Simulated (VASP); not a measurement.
# TaN (P-6m2) in VASP: notebook

TaN is run at these levels: LDA; tasks: single point, relaxation of cell and atoms.

Program: VASP 6.6.1. These are calculated values, not measurements. Logs are shortened: lines on timing, memory, paths and dates and some standing lists are left out, and cuts for length are marked.

### 1 The cell of the first run

The structure is hexagonal, space group P-6m2 (No. 187). The conventional cell has a = 2.940 Å, b = 2.940 Å, c = 2.890 Å, α = 90.00°, β = 90.00°, γ = 120.00°. Within 3.0 Å of Ta (site symmetry -6m2) lie 6 N at 2.23 Å and 8 Ta at 2.89 to 2.94 Å. Within 3.0 Å of N (site symmetry -6m2) lie 6 Ta at 2.23 Å and 8 N at 2.89 to 2.94 Å.

### 2 Single point, LDA

The input, INCAR:

```
PREC = Accurate
ENCUT = 700
EDIFF = 1E-6
ISMEAR = 0
SIGMA = 0.1
LREAL = F
LASPH = T
NELM = 120
ALGO = Normal
ISIF = 2
LWAVE = F
LCHARG = F
NBANDS = 16
GGA_COMPAT = F
```

The input, KPOINTS:

```
regular mesh
0
Gamma
  9 9 6
```

The input, POSCAR:

```
TaN
1.0
    2.9399421800      0.0000000000      0.0000000000
   -1.4699710900      2.5460646100      0.0000000000
    0.0000000000      0.0000000000      2.8901750800
Ta N
1 1
Direct
    0.0000000000      0.0000000000      0.5000000000
    0.6666666700      0.3333333300      0.0000000000
```

Potentials or basis: VASP PAW LDA potentials, release 64 (Ta_sv_GW, N).

Launch:

```
cat potpaw_LDA.64/Ta_sv_GW/POTCAR potpaw_LDA.64/N/POTCAR > POTCAR
mpirun -np 1 vasp_std > vasp.out
```

OUTCAR:

```text
PREC = Accurate
   ENCUT = 700
   EDIFF = 1E-6
   ISMEAR = 0
   LREAL = F
   LASPH = T
   NELM = 120
   ISIF = 2

 ion  position               nearest neighbor table
   1  0.000  0.000  0.500-   2 2.23   2 2.23   2 2.23   2 2.23   2 2.23   2 2.23
   2  0.667  0.333  0.000-   1 2.23   1 2.23   1 2.23   1 2.23   1 2.23   1 2.23

  LATTYP: Found a hexagonal cell.
 ALAT       =     2.9399421800
 C/A-ratio  =     0.9830720821

  Lattice vectors:

 A1 = (   2.9399421800,   0.0000000000,   0.0000000000)
 A2 = (  -1.4699710900,   2.5460646100,   0.0000000000)
 A3 = (   0.0000000000,   0.0000000000,   2.8901750800)

Analysis of symmetry for initial positions (statically):
=====================================================================
 Subroutine PRICEL returns:
 Original cell was already a primitive cell.

 Routine SETGRP: Setting up the symmetry group for a
 hexagonal supercell.

 Subroutine GETGRP returns: Found 12 space group operations
 (whereof 12 operations were pure point group operations)
 out of a pool of 24 trial point group operations.

The static configuration has the point symmetry D_3h.

Analysis of symmetry for dynamics (positions and initial velocities):
=====================================================================
 Subroutine PRICEL returns:
 Original cell was already a primitive cell.

 Routine SETGRP: Setting up the symmetry group for a
 hexagonal supercell.

 Subroutine GETGRP returns: Found 12 space group operations
 (whereof 12 operations were pure point group operations)
 out of a pool of 24 trial point group operations.

The dynamic configuration has the point symmetry D_3h.

 Subroutine INISYM returns: Found 12 space group operations
 (whereof 12 operations are pure point group operations),
 and found     1 'primitive' translations

----------------------------------------------------------------------------------------

                                     Primitive cell

  volume of cell :      21.6338

  direct lattice vectors                    reciprocal lattice vectors
     2.939942180  0.000000000  0.000000000     0.340142744  0.196381505  0.000000000
    -1.469971090  2.546064610  0.000000000     0.000000000  0.392763010  0.000000000
     0.000000000  0.000000000  2.890175080     0.000000000  0.000000000  0.345999800

  length of vectors
     2.939942180  2.939942177  2.890175080     0.392763010  0.392763010  0.345999800

  position of ions in fractional coordinates (direct lattice)
     0.000000000  0.000000000  0.500000000
     0.666666670  0.333333330  0.000000000

  ion indices of the primitive-cell ions
   primitive index   ion index
                 1           1
                 2           2

----------------------------------------------------------------------------------------

 KPOINTS: regular mesh

Automatic generation of k-mesh.
 Grid dimensions read from file:
 generate k-points for:    9    9    6

 Generating k-lattice:

  Cartesian coordinates                     Fractional coordinates (reciprocal lattice)
     0.037793638  0.021820167  0.000000000     0.111111111  0.000000000  0.000000000
     0.000000000  0.043640334  0.000000000     0.000000000  0.111111111  0.000000000
     0.000000000  0.000000000  0.057666633     0.000000000  0.000000000  0.166666667

  Length of vectors
     0.043640334  0.043640334  0.057666633

  Shift w.r.t. Gamma in fractional coordinates (k-lattice)
     0.000000000  0.000000000  0.000000000

 Subroutine IBZKPT returns following result:
 ===========================================

 Found     48 irreducible k-points:

 Following reciprocal coordinates:
            Coordinates               Weight
  0.000000  0.000000  0.000000      1.000000
  0.111111  0.000000  0.000000      6.000000
  0.222222  0.000000  0.000000      6.000000
  0.333333  0.000000  0.000000      6.000000
  0.444444  0.000000  0.000000      6.000000
  0.111111  0.111111  0.000000      6.000000
[... 16 lines left out ...]
  0.333333  0.222222  0.166667     24.000000
  0.333333  0.333333  0.166667      4.000000
 [... further k-points ...]
   k-points           NKPTS =     48   k-points in BZ     NKDIM =     48   number of bands    NBANDS=     16
   number of dos      NEDOS =    301   number of ions     NIONS =      2
   total plane-waves  NPLWV =  21952
   dimension x,y,z NGX =    28 NGY =   28 NGZ =   28
   dimension x,y,z NGXF=    56 NGYF=   56 NGZF=   56
   ions per type =               1   1
   NGX,Y,Z   is equivalent  to a cutoff of  15.83, 15.83, 16.11 a.u.
   NGXF,Y,Z  is equivalent  to a cutoff of  31.67, 31.67, 32.21 a.u.
 SYSTEM =  unknown system
   PREC   = accura    normal or accurate (medium, high low for compatibility)
   ISTART =      0    job   : 0-new  1-cont  2-samecut
   ICHARG =      2    charge: 1-file 2-atom 10-const
   ISPIN  =      1    spin polarized calculation?
   LNONCOLLINEAR =      F non collinear calculations
   LSORBIT =      F    spin-orbit coupling
   LASPH  =      T    aspherical Exc in radial PAW
   ENCUT  =  700.0 eV  51.45 Ry    7.17 a.u.   6.34  6.34  6.23*2*pi/ulx,y,z
   NELM   =    120;   NELMIN=  2; NELMDL= -5     # of ELM steps
   EDIFF  = 0.1E-05   stopping-criterion for ELM
   LREAL  =      F    real-space projection
   EDIFFG = 0.1E-04   stopping-criterion for IOM
   NSW    =      0    number of steps for IOM
   IBRION =     -1    ionic relax: 0-MD 1-quasi-New 2-CG
   NFREE  =      0    steps in history (QN), initial steepest desc. (CG)
   ISIF   =      2    stress and relaxation
   ISYM   =      2    0-nonsym 1-usesym 2-fastsym
   POTIM  = 0.5000    time-step for ionic-motion
   TEBEG  =    0.0;   TEEND  =   0.0 temperature during run
   PSTRESS=    0.0 pullay stress
   NELECT =      18.0000    total number of electrons
   NUPDOWN=      -1.0000    fix difference up-down
   EMIN   =  10.00;   EMAX   =-10.00  energy-range for DOS
   EFERMI =   0.00;   METHOD = LEGACY
   ISMEAR =     0;   SIGMA  =   0.10  broadening in eV -4-tet -1-fermi 0-gaus
   EFERMI_NEDOS =   21; number of points for ismear=-14 and -15
   IALGO  =     38    algorithm
   IMIX   =      4    mixing-type and parameters
     AMIX     =   0.40;   BMIX     =  1.00
     AMIX_MAG =   1.60;   BMIX_MAG =  1.00
  volume/ion in A,a.u.               =      10.82        73.00
  Fermi-wavevector in a.u.,A,eV,Ry     =   1.539767  2.909737 32.257794  2.370881
  Thomas-Fermi vector in A             =   2.645948
   LORBIT       =      0    0 simple, 1 ext, 2 COOP (PROOUT), +10 PAW based schemes
   GGA     = CA    functional components
   LHFCALC =     F    Hartree Fock is set to
   AEXX    =    0.0000 exact exchange contribution
   IVDW    =     0    specifies the selected vdW correction
   LEPSILON=     F    determine dielectric tensor
   LRPA    =     F    only Hartree local field effects (RPA)
 non-spin polarized calculation
 Gauss-broadening in eV      SIGMA  =   0.10
  energy-cutoff  :      700.00
  volume of cell :       21.63
 maximum number of plane-waves:       930
 NGX is ok and might be reduce to    28
   NGX = 13   NGY = 13   NGZ = 13

 number of electron      18.0000000 magnetization

 Free energy of the ion-electron system (eV)
  ---------------------------------------------------
  ext. energy  EPLUGINS =         0.00000000
  ---------------------------------------------------
  free energy    TOTEN  =       -27.20575475 eV

  energy without entropy =      -27.20499763  energy(sigma->0) =      -27.20537619

 E-fermi :  12.2489     XC(G=0): -13.9546

 val. band max:       12.2224836552   @ k =   0.3333   0.3333   0.0000
 cond. band min:      12.2680301537   @ k =   0.0000   0.0000   0.3333
 fundamental gap:      0.0455464984
 Fermi energy:        12.2489470384

 k-point     1 :       0.0000    0.0000    0.0000
  band No.  band energies     occupation
      1     -56.0435      2.00000
      2     -22.5656      2.00000
      3     -22.2966      2.00000
      4     -22.2966      2.00000
      5      -5.4110      2.00000
      6       7.5614      2.00000
[... 8 lines left out ...]
     15      24.9992      0.00000
     16      28.1993      0.00000

 k-point     2 :       0.1111    0.0000    0.0000
  band No.  band energies     occupation
      1     -56.0344      2.00000
      2     -22.5488      2.00000
      3     -22.4278      2.00000
      4     -22.3248      2.00000
      5      -5.1586      2.00000
      6       6.8676      2.00000
[... 8 lines left out ...]
     15      24.9776      0.00000
     16      28.6851      0.00000

 k-point     3 :       0.2222    0.0000    0.0000
  band No.  band energies     occupation
      1     -56.0116      2.00000
      2     -22.7480      2.00000
      3     -22.5060      2.00000
      4     -22.3954      2.00000
      5      -4.5056      2.00000
      6       5.6190      2.00000
[... 8 lines left out ...]
     15      25.0570      0.00000
     16      29.1668      0.00000

 k-point     4 :       0.3333    0.0000    0.0000
  band No.  band energies     occupation
      1     -55.9854      2.00000
      2     -23.0933      2.00000
      3     -22.4743      2.00000
      4     -22.4569      2.00000
      5      -3.7217      2.00000
      6       4.5470      2.00000
[... 8 lines left out ...]
     15      25.4130      0.00000
     16      28.2213      0.00000
[... 324 lines left out ...]
 k-point    22 :       0.2222    0.2222    0.1667
  band No.  band energies     occupation
      1     -55.9618      2.00000
      2     -23.0729      2.00000
      3     -22.6473      2.00000
      4     -22.6260      2.00000
      5      -3.2820      2.00000
      6       4.9956      2.00000
[... 8 lines left out ...]
     15      24.5931      0.00000
     16      27.4872      0.00000

 k-point    23 :       0.3333    0.2222    0.1667
  band No.  band energies     occupation
      1     -55.9488      2.00000
      2     -23.1469      2.00000
      3     -22.7588      2.00000
      4     -22.6175      2.00000
      5      -2.9716      2.00000
      6       4.7852      2.00000
[... 8 lines left out ...]
     15      24.1255      0.00000
     16      27.3490      0.00000

 k-point    24 :       0.3333    0.3333    0.1667
  band No.  band energies     occupation
      1     -55.9442      2.00000
      2     -23.0380      2.00000
      3     -22.9440      2.00000
      4     -22.6072      2.00000
      5      -2.8574      2.00000
      6       5.4263      2.00000
[... 8 lines left out ...]
     15      25.5970      0.00000
     16      27.1962      0.00000

 [... further k-points ...]
[... 5 lines left out ...]
  --------------------------------------------------------------------------------------
  -------------------------------------------------------------------------------------
  Total       -1.4554862     -1.4554862     -1.9036188     -0.0000000      0.0000000     -0.0000000
  in kB     -107.7919483   -107.7919480   -140.9802305     -0.0000000      0.0000000     -0.0000000
  external PRESSURE =    -118.8547090 kB  Pullay stress =       0.0000000 kB

 VOLUME and BASIS-vectors are now :
 -----------------------------------------------------------------------------
  energy-cutoff  :      700.00
  volume of cell :       21.63
      direct lattice vectors                 reciprocal lattice vectors
     2.939942180  0.000000000  0.000000000     0.340142744  0.196381505  0.000000000
    -1.469971090  2.546064610  0.000000000     0.000000000  0.392763010  0.000000000
     0.000000000  0.000000000  2.890175080     0.000000000  0.000000000  0.345999800

 POSITION                                       TOTAL-FORCE (eV/Angst)
 -----------------------------------------------------------------------------------
      0.00000      0.00000      1.44509         0.000000     -0.000000      0.000000
      1.46997      0.84869      0.00000        -0.000000      0.000000      0.000000
 -----------------------------------------------------------------------------------
    total drift:                               -0.000009      0.000005      0.000000

  FREE ENERGIE OF THE ION-ELECTRON SYSTEM (eV)
  ---------------------------------------------------
  free  energy   TOTEN  =       -27.2057547514 eV

  energy  without entropy=      -27.2049976344  energy(sigma->0) =      -27.20537619
```

Run time: 40 s. Hardware: 1 thread of Intel Xeon Platinum 8259CL at 2.50GHz (Skylake/Cascade Lake), shared host; peak memory 0.17 GiB.

Results:

```
Free energy            : -27.2058 eV
Pressure               : -11.9 GPa
Band gap on the k mesh : zero (bands 9 and 10 overlap by 0.31 eV)
```

Caveat: the k points lie up to 0.36 Å⁻¹ apart; spin-orbit coupling is left out, which moves the levels of the heavy elements.

### 3 Relaxation of cell and atoms, LDA

The input, INCAR:

```
SYSTEM = TaN
PREC = Accurate
ENCUT = 700
EDIFF = 1E-7
ISMEAR = 0
SIGMA = 0.1
LREAL = .False.
LASPH = .True.
NELM = 120
ALGO = Normal
ISIF = 3
LWAVE = .False.
LCHARG = .False.
GGA = CA
IBRION = 2
NSW = 100
EDIFFG = -0.05
GGA_COMPAT = .False.
NELMIN = 4
```

The input, KPOINTS:

```
Automatic mesh
0
Gamma
  9 9 8
  0 0 0
```

POSCAR is that of step 2.

Potentials or basis: VASP PAW LDA potentials, release 64 (Ta_sv_GW, N).

Launch:

```
cat potpaw_LDA.64/Ta_sv_GW/POTCAR potpaw_LDA.64/N/POTCAR > POTCAR
mpirun -np 1 vasp_std > vasp.out
```

Run time: 40 s. Hardware: 1 thread of Intel Xeon 6975P-C (Granite Rapids), shared host; peak memory 0.18 GiB.

The run converged. Its results:

| Property | Result |
| --- | --- |
| Free energy | -27.2324 eV |
| Relaxed volume | 10.48 Å³/atom |
| Relaxed cell | a = 2.911 Å, b = 2.911 Å, c = 2.855 Å, α = 90.00°, β = 90.00°, γ = 120.00° |
| Space group after relaxing (to 0.1 Å) | P-6m2 (No. 187) |
| Energy gained by relaxing | 13.6 meV/atom |
| Ionic steps | 3 |
| Pressure after relaxing | -0.5 GPa |
| Band gap on the k mesh | zero (bands 9 and 10 overlap by 0.27 eV) |

Stress tensor (GPa, compression positive):
```
-0.58  0.00  0.00
 0.00 -0.58  0.00
 0.00  0.00 -0.20
```

The path:
| step | energy change (eV) | largest force (eV/Å) | pressure (GPa) | volume (Å³) |
| --- | --- | --- | --- | --- |
| 1 | 0.0000 | 0.0000 | -11.89 | 21.63 |
| 2 | 0.1715 | 0.0000 | 39.62 | 19.22 |
| 3 | -0.0272 | 0.0000 | -0.45 | 20.95 |

Final structure:
```xyz
2
Lattice="2.9108 0.0000 0.0000 -1.4554 2.5209 0.0000 0.0000 0.0000 2.8554" Properties=species:S:1:pos:R:3 pbc="T T T"
Ta    0.0000    0.0000    1.4277
N     1.4554    0.8403    2.8554
```

Levels at points of the mesh, in eV from the Fermi level:
```tsv
k point	band 6	band 7	band 8	band 9	band 10	band 11	band 12	band 13
(0.00, 0.00, 0.00)	-4.74	-4.74	-4.38	-2.97	2.50	3.64	3.64	4.04
(0.00, 0.00, 0.50)	-9.53	-3.90	-3.90	-0.18	-0.18	2.45	3.29	3.29
```

Caveat: spin-orbit coupling is left out, which moves the levels of the heavy elements.

[end of part 1 of 2]

The gap in the log of VASP goes by the Fermi energy; the results here count the filled bands.